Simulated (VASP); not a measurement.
A run of VASP 6.6.1 is set up as follows.

Contents of INCAR:

```
PREC = Accurate ; ENCUT = 500
EDIFF = 1E-6 ; ISMEAR = 0
SIGMA = 0.1 ; LREAL = False
LASPH = True ; NELM = 120
ALGO = Normal ; ISIF = 2
LWAVE = False ; LCHARG = False
GGA = PS ; NBANDS = 26
GGA_COMPAT = False
```

The input KPOINTS:

```
regular mesh
0
Gamma
  12 12 8
```

Contents of POSCAR:

```
HgTe
1.0
    3.1905269205      3.1905269205      0.0000000000
   -3.1905269205      3.1905269205      0.0000000000
    0.0000000000      0.0000000000      6.5894147827
Hg Te
2 2
Direct
    0.0000000000      0.0000000000      0.0000000000
    0.5000000000      0.5000000000      0.5000000000
    0.5000000000      0.0000000000      0.7500000000
    0.0000000000      0.5000000000      0.2500000000
```

Potentials or basis: VASP PAW PBE potentials, release 64 (Hg, Te).

The run is started by

```console
$ cat potpaw_PBE.64/Hg/POTCAR potpaw_PBE.64/Te/POTCAR > POTCAR
$ mpirun -np 1 vasp_std > vasp.out
```

Task: Estimate the band gap on the k mesh.

Result: Zero (filled and empty bands touch).

Task: What does it give for the pressure?

Result: 1.4 GPa.

Stress tensor (GPa, compression positive):
```
1.53 0.00 0.00
0.00 1.53 0.00
0.00 0.00 1.01
```

Caveat: the cell differs from its parent crystal (biaxial strain in the a-b plane: -2.0 %); semilocal functionals underestimate gaps, and a narrow one can read as zero; the PAW data sets were made with another functional, which shifts forces and pressure a little; spin-orbit coupling is left out, which moves the levels of the heavy elements.
